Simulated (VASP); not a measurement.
Input of a VASP 6.6.1 run:

The input INCAR:

```
PREC     = Accurate       # precision mode
ENCUT    = 600            # plane-wave cutoff, eV
EDIFF    = 1E-6           # SCF threshold, eV
ISMEAR   = -1             # smearing method
SIGMA    = 0.05           # smearing width, eV
LREAL    = False          # projectors in reciprocal space
LASPH    = True           # aspherical terms in the spheres
NELM     = 150            # most SCF steps
ALGO     = Normal         # electronic algorithm
ISIF     = 3              # what is computed and relaxed
LWAVE    = False          # write WAVECAR
LCHARG   = False          # write CHGCAR
ISPIN    = 2              # spin polarisation
MAGMOM   = 4 0            # initial moments
LORBIT   = 11             # projections on sites
LMAXMIX  = 4              # l up to which the mixer works
GGA      = PE             # functional
IBRION   = 2              # ionic algorithm
NSW      = 100            # ionic steps
EDIFFG   = -0.005         # ionic threshold
```

The input KPOINTS:

```
Automatic mesh
0
Gamma
  10 10 10
```

POSCAR

```
MnHg
1.0
    3.2815128620      0.0000000000      0.0000000000
    0.0000000000      3.2815128620      0.0000000000
    0.0000000000      0.0000000000      3.2815128620
Mn Hg
1 1
Direct
    0.5000000000      0.5000000000      0.5000000000
    0.0000000000      0.0000000000      0.0000000000
```

Potentials or basis: VASP PAW PBE potentials, release 64 (Mn_pv, Hg).

The run is started by

```bash
$ cat potpaw_PBE.64/Mn_pv/POTCAR potpaw_PBE.64/Hg/POTCAR > POTCAR
$ mpirun -np 1 vasp_std > vasp.out
```

Task: Estimate the net moment.

Result: 3.94 μB per cell.

Task: Estimate the space group after relaxing (to 0.05 Å).

Result: Pm-3m (No. 221).

The path:
```
step  energy change (eV)  largest force (eV/Å)  pressure (GPa)  volume (Å³)
   1              0.0000                0.0000            3.34        35.34
   2             -0.0146                0.0000           -0.71        37.25
   3             -0.0154                0.0000            0.01        36.87
```

 Zero-point motion and thermal expansion aren't in these numbers.
